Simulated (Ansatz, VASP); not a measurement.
## I: VASP beside Ansatz

```
I
1.0
     3.13357    0.00000    0.00000
    -1.56678    2.71375    0.00000
     0.00000    0.00000    5.46403
I
2
Cartesian
  0.0000 1.8092 1.3660
  1.5668 0.9046 4.0980
```

Change from the starting cell: volume scaled by 0.6, LAPW.

Alike in both runs: task single point; functional PBE; k mesh 12 × 12 × 7; occupations fermi-dirac, width 0.08 eV; no spin polarisation.

```csv
,VASP,Ansatz
version,VASP 6.6.1,Ansatz 0.2.0
potentials or method,"VASP PAW PBE potentials, release 64 (I), cutoff 520 eV","all-electron LAPW, scalar-relativistic"
```

VASP gave:

* pressure (GPa): 29.7
* traceless stress, the component that is largest in VASP (GPa): 0.15

Q: Estimate Ansatz's values.

A: Pressure (GPa): 29.9; traceless stress, the component that is largest in VASP (GPa): 0.11.

Both programs put the cell under a high pressure, so it lies far from rest at this level. Ansatz ran all-electron here, and VASP with PAW potentials.

Spin-orbit coupling is off throughout.
